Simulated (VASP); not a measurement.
# HfI (P-6m2) in VASP: further runs, part 2 of 2

VASP 6.6.1. Earlier steps stand in the parts before.

## (5) Relaxation of cell and atoms, PBE

This run uses another cell than the first one, of 53.71 Å³/atom, 2.183 times its volume.

INCAR

```
SYSTEM = HfI
ALGO = Normal
EDIFF = 1E-6
EDIFFG = -0.04
ENCUT = 600
GGA = PE
IBRION = 2
ISIF = 3
ISMEAR = 0
LASPH = .TRUE.
LCHARG = .FALSE.
LREAL = .FALSE.
LWAVE = .FALSE.
NELM = 100
NSW = 90
PREC = Accurate
SIGMA = 0.1
```

KPOINTS

```
k-points
0
G
  6 6 4
  0 0 0
```

POSCAR

```
HfI
1.0
    5.0496800200      0.0000000000      0.0000000000
   -2.5248400100      4.3731511800      0.0000000000
    0.0000000000      0.0000000000      4.8643884900
Hf I
1 1
Direct
    0.0000000000      0.0000000000      0.0000000000
    0.3333333300      0.6666666700      0.5000000000
```

Potentials or basis: VASP PAW PBE potentials, release 64 (Hf_pv, I).

Started as:

```
$ cat potpaw_PBE.64/Hf_pv/POTCAR potpaw_PBE.64/I/POTCAR > POTCAR
$ mpirun -np 1 vasp_std > vasp.out
```

OUTCAR:

```text
SYSTEM = HfI
   EDIFF = 1E-6
   EDIFFG = -0.04
   ENCUT = 600
   GGA = PE
   IBRION = 2
   ISIF = 3
   ISMEAR = 0
   LASPH = .TRUE.
   LREAL = .FALSE.
   NELM = 100
   NSW = 90
   PREC = Accurate

 ion  position               nearest neighbor table
   1  0.000  0.000  0.000-
   2  0.333  0.667  0.500-

  LATTYP: Found a hexagonal cell.
 ALAT       =     5.0496800200
 C/A-ratio  =     0.9633062829

  Lattice vectors:

 A1 = (   5.0496800200,   0.0000000000,   0.0000000000)
 A2 = (  -2.5248400100,   4.3731511800,   0.0000000000)
 A3 = (   0.0000000000,   0.0000000000,   4.8643884900)

Analysis of symmetry for initial positions (statically):
=====================================================================
 Subroutine PRICEL returns:
 Original cell was already a primitive cell.

 Routine SETGRP: Setting up the symmetry group for a
 hexagonal supercell.

 Subroutine GETGRP returns: Found 12 space group operations
 (whereof 12 operations were pure point group operations)
 out of a pool of 24 trial point group operations.

The static configuration has the point symmetry D_3h.

Analysis of symmetry for dynamics (positions and initial velocities):
=====================================================================
 Subroutine PRICEL returns:
 Original cell was already a primitive cell.

 Routine SETGRP: Setting up the symmetry group for a
 hexagonal supercell.

 Subroutine GETGRP returns: Found 12 space group operations
 (whereof 12 operations were pure point group operations)
 out of a pool of 24 trial point group operations.

The dynamic configuration has the point symmetry D_3h.

 Subroutine INISYM returns: Found 12 space group operations
 (whereof 12 operations are pure point group operations),
 and found     1 'primitive' translations

----------------------------------------------------------------------------------------

                                     Primitive cell

  volume of cell :     107.4204
[... 106 lines left out ...]
  volume/ion in A,a.u.               =      53.71       362.45
  Fermi-wavevector in a.u.,A,eV,Ry     =   0.885514  1.673379 10.668813  0.784136
  Thomas-Fermi vector in A             =   2.006558
   LORBIT       =      0    0 simple, 1 ext, 2 COOP (PROOUT), +10 PAW based schemes
   GGA     = PE    functional components
   LHFCALC =     F    Hartree Fock is set to
   AEXX    =    0.0000 exact exchange contribution
   IVDW    =     0    specifies the selected vdW correction
   LEPSILON=     F    determine dielectric tensor
   LRPA    =     F    only Hartree local field effects (RPA)
 conjugate gradient relaxation of ions
 non-spin polarized calculation
 Gauss-broadening in eV      SIGMA  =   0.10
  energy-cutoff  :      600.00
  volume of cell :      107.42
 maximum number of plane-waves:      3613
   NGX = 21   NGY = 21   NGZ = 19

--------------------------------------- Ionic step        1  -------------------------------------------

 number of electron      17.0000001 magnetization

 Free energy of the ion-electron system (eV)
  ---------------------------------------------------
  ext. energy  EPLUGINS =         0.00000000
  ---------------------------------------------------
  free energy    TOTEN  =        -7.69618633 eV

  energy without entropy =       -7.66580085  energy(sigma->0) =       -7.68099359

------------------------ aborting loop because EDIFF is reached ----------------------------------------

  FORCE on cell =-STRESS in cart. coord.  units (eV):
  Direction    XX          YY          ZZ          XY          YZ          ZX
  --------------------------------------------------------------------------------------
  -------------------------------------------------------------------------------------
  Total       -4.1205424     -4.1205424     -4.4695333      0.0000000      0.0000000      0.0000000
  in kB      -61.4579924    -61.4579925    -66.6631993      0.0000000      0.0000000      0.0000000
  external PRESSURE =     -63.1930614 kB  Pullay stress =       0.0000000 kB
[... 724 lines left out ...]
 k-point    21 :       0.3333    0.3333    0.5000
  band No.  band energies     occupation
      1     -19.7026      2.00000
      2     -19.6920      2.00000
      3     -19.6682      2.00000
      4      -2.7628      2.00000
      5       3.1070      2.00000
      6       3.7290      2.00000
      7       5.8816      2.00000
      8      10.1313      2.00000
      9      10.5368      2.00000
     10      12.6505      0.00000
     11      14.1150      0.00000
     12      17.3666      0.00000

[... ionic steps 4 to 24 ...]

--------------------------------------- Ionic step       25  -------------------------------------------

 number of electron      17.0000001 magnetization

------------------------ aborting loop because EDIFF is reached ----------------------------------------
[... 67 lines left out ...]
--------------------------------------- Ionic step       27  -------------------------------------------

 number of electron      17.0000001 magnetization

 Free energy of the ion-electron system (eV)
  ---------------------------------------------------
  ext. energy  EPLUGINS =         0.00000000
  ---------------------------------------------------
  free energy    TOTEN  =       -11.06639176 eV

  energy without entropy =      -11.05263001  energy(sigma->0) =      -11.05951089

 E-fermi :   8.4554     XC(G=0): -10.8437

 val. band max:        8.4464755595   @ k =   0.3333   0.1667   0.5000
 cond. band min:       8.4854051818   @ k =   0.3333  -0.0000   0.5000
 fundamental gap:      0.0389296223
 Fermi energy:         8.4554204311
[... 342 lines left out ...]
  FREE ENERGIE OF THE ION-ELECTRON SYSTEM (eV)
  ---------------------------------------------------
  free  energy   TOTEN  =       -11.0663917610 eV

  energy  without entropy=      -11.0526300140  energy(sigma->0) =      -11.05951089

 reached required accuracy - stopping structural energy minimisation
```

OSZICAR:

```text
N       E                     dE             d eps       ncg     rms          rms(c)
DAV:   1     0.463742391316E+02    0.46374E+02   -0.81328E+03   624   0.122E+03
DAV:   2    -0.499579927512E+01   -0.51370E+02   -0.48910E+02   668   0.177E+02
DAV:   3    -0.917965592443E+01   -0.41839E+01   -0.41368E+01   652   0.392E+01
[... 238 lines left out ...]
DAV:   1    -0.110666536713E+02   -0.36367E-03   -0.19977E-02   508   0.113E+00    0.139E-01
DAV:   2    -0.110664588518E+02    0.19482E-03   -0.45336E-04   592   0.161E-01    0.563E-02
DAV:   3    -0.110663965654E+02    0.62286E-04   -0.66076E-05   644   0.559E-02    0.175E-02
DAV:   4    -0.110663917966E+02    0.47688E-05   -0.10574E-05   644   0.223E-02    0.835E-03
DAV:   5    -0.110663917610E+02    0.35665E-07   -0.88156E-07   276   0.691E-03
  27 F= -.11066392E+02 E0= -.11059511E+02  d E =-.142284E-02
```

CONTCAR:

```text
HfI
   1.00000000000000
     3.4853641797095993   -0.0000000000000000    0.0000000000000000
    -1.7426820898547997    3.0184139213084289    0.0000000000000000
     0.0000000000000000    0.0000000000000000    4.6238808597993559
  Hf              I
     1     1
Direct
     0.0000000000000000    0.0000000000000000    0.0000000000000000
     0.3333333300000021    0.6666666699999979    0.5000000000000000

  0.00000000E+00  0.00000000E+00  0.00000000E+00
  0.00000000E+00  0.00000000E+00  0.00000000E+00
```

It took 7.9 min on 1 thread of Intel Xeon Platinum 8259CL at 2.50GHz (Skylake/Cascade Lake), shared host; peak memory 0.28 GiB.

Results:

| Item | Value |
| --- | --- |
| Free energy | -11.0664 eV |
| Relaxed volume | 24.32 Å³/atom |
| Relaxed cell | a = 3.485 Å, b = 3.485 Å, c = 4.624 Å, α = 90.00°, β = 90.00°, γ = 120.00° |
| Space group after relaxing (to 0.05 Å) | P-6m2 (No. 187) |
| Energy gained by relaxing | 1685.1 meV/atom |
| Ionic steps | 27 |
| Pressure after relaxing | 0.2 GPa |

The path:
```tsv
step	energy change (eV)	largest force (eV/Å)	pressure (GPa)	volume (Å³)
1	0.0000	0.0000	-6.32	107.42
2	-1.5183	0.0000	-9.96	77.73
3	-2.9114	0.0000	-3.51	52.78
4	-2.8708	0.0000	6.67	46.34
5	-2.9413	0.0000	-0.53	50.36
6	-2.9404	0.0000	0.61	49.50
7	-3.0084	0.0000	0.87	48.52
8	-3.0721	0.0000	2.90	47.21
9	-3.1704	0.0000	9.26	44.28
10	-1.6640	0.0000	39.77	37.43
11	-3.1704	0.0000	10.06	43.96
12	-3.1640	0.0000	11.18	43.51
13	-3.1756	0.0000	11.04	43.54
14	-3.2041	0.0000	10.73	43.62
15	-3.2144	0.0000	10.50	43.72
16	-3.2192	0.0000	10.52	43.70
17	-3.2412	0.0000	9.59	44.05
18	-3.2960	0.0000	6.99	45.11
19	-3.3585	0.0000	2.50	47.27
20	-3.3243	0.0000	-4.09	51.80
21	-3.3687	0.0000	-0.10	48.79
22	-3.3688	0.0000	0.08	48.67
23	-3.3688	0.0000	0.25	48.56
24	-3.3691	0.0000	0.25	48.57
25	-3.3699	0.0000	0.22	48.61
26	-3.3701	0.0000	0.16	48.67
27	-3.3702	0.0000	0.18	48.64
```

Final structure:
```cif
data_structure
_symmetry_space_group_name_H-M 'P 1'
_symmetry_Int_Tables_number 1
_cell_length_a 3.4854
_cell_length_b 3.4854
_cell_length_c 4.6239
_cell_angle_alpha 90.000
_cell_angle_beta 90.000
_cell_angle_gamma 120.000
_cell_volume 48.64
loop_
_atom_site_label
_atom_site_type_symbol
_atom_site_fract_x
_atom_site_fract_y
_atom_site_fract_z
_atom_site_occupancy
Hf1 Hf 0.00000 0.00000 0.00000 1
I1 I 0.33333 0.66667 0.50000 1
```

Levels at points of the mesh, in eV from the Fermi level:
| k point | band 5 | band 6 | band 7 | band 8 | band 9 | band 10 | band 11 | band 12 |
| --- | --- | --- | --- | --- | --- | --- | --- | --- |
| (0.00, 0.00, 0.00) | -6.15 | -4.17 | -2.47 | -2.47 | 1.16 | 1.40 | 1.64 | 1.64 |
| (0.50, 0.00, 0.00) | -8.36 | -5.94 | -3.50 | -2.28 | 0.74 | 0.85 | 0.96 | 2.47 |
| (0.00, 0.00, 0.50) | -8.77 | -2.28 | -2.28 | -1.35 | 0.26 | 0.26 | 1.98 | 1.98 |
| (0.50, 0.00, 0.50) | -7.76 | -6.33 | -4.14 | -2.31 | -0.15 | 0.79 | 3.23 | 3.71 |

Caveat: the volume moved by over 15 % at a fixed basis, so the end points are rough; spin-orbit coupling is left out, which moves the levels of the heavy elements; an odd number of electrons without spin polarisation forces a metal; a magnetic or distorted state may lie lower.

## (6) Single point, PBE

This run uses another cell than the first one, of 53.71 Å³/atom, 2.183 times its volume.

INCAR

```
PREC = Accurate
ENCUT = 520
EDIFF = 1E-6
ISMEAR = 0
SIGMA = 0.1
LREAL = False
LASPH = True
NELM = 60
ALGO = Normal
ISIF = 2
LWAVE = False
LCHARG = False
GGA = PE
NBANDS = 16
```

KPOINTS

```
Automatic mesh
0
Gamma
  6 6 4
```

POSCAR is that of step 5.

Potentials or basis: VASP PAW PBE potentials, release 64 (Hf_pv, I).

Started as:

```
$ cat potpaw_PBE.64/Hf_pv/POTCAR potpaw_PBE.64/I/POTCAR > POTCAR
$ mpirun -np 1 vasp_std > vasp.out
```

It took 32 s on 1 thread of AMD EPYC 7R13 (Zen 3), shared host; peak memory 0.21 GiB.

The run converged. Its results:

```yaml
Free_energy: -7.6964 eV
Pressure: -6.3 GPa
```

Stress tensor (GPa, compression positive):
```
-6.15  0.00  0.00
 0.00 -6.15  0.00
 0.00  0.00 -6.67
```

Levels at points of the mesh, in eV from the Fermi level:
```
           k point  band 6  band 7  band 8  band 9  band 10  band 11
(0.00, 0.00, 0.00)   -2.88   -2.88   -2.27   -0.49     0.46     0.46
(0.50, 0.00, 0.00)   -3.00   -2.96   -0.41   -0.11     0.35     0.47
(0.00, 0.00, 0.50)   -2.75   -2.75    0.01    0.01     0.31     0.49
(0.50, 0.00, 0.50)   -3.64   -3.07   -1.05    0.26     0.33     0.60
```

Caveat: spin-orbit coupling is left out, which moves the levels of the heavy elements; an odd number of electrons without spin polarisation forces a metal; a magnetic or distorted state may lie lower.

## (7) Overview

```tsv
task	cell	k mesh	cutoff (eV)	gap on the mesh (eV)	pressure (GPa)	relaxed volume (Å³/atom)
single point	a = 3.493, b = 3.493, c = 4.659 Å, angles 90.0, 90.0, 120.0°, 2 atoms	18 × 18 × 12	520	none	-0.4	-
relaxation of cell and atoms	relaxed from a = 3.489, b = 3.489, c = 4.636 Å, angles 90.0, 90.0, 120.0°, 2 atoms	18 × 18 × 12	600	none	0.0	24.49
single point	a = 3.489, b = 3.489, c = 4.636 Å, angles 90.0, 90.0, 120.0°, 2 atoms	6 × 6 × 4	520	none	-0.2	-
relaxation of cell and atoms	relaxed from a = 5.050, b = 5.050, c = 4.864 Å, angles 90.0, 90.0, 120.0°, 2 atoms	6 × 6 × 4	600	none	0.2	24.32
single point	a = 5.050, b = 5.050, c = 4.864 Å, angles 90.0, 90.0, 120.0°, 2 atoms	6 × 6 × 4	520	none	-6.3	-
```

Alike in all rows: level PBE; potentials or basis VASP PAW PBE potentials, release 64 (Hf_pv, I); no spin polarisation; smearing gaussian 0.1 eV.

Caveats: spin-orbit coupling is left out, which moves the levels of the heavy elements; an odd number of electrons without spin polarisation forces a metal; a magnetic or distorted state may lie lower; the volume moved by over 15 % at a fixed basis, so the end points are rough (some runs).

Absolute energies hang on the potentials; compare differences alone.
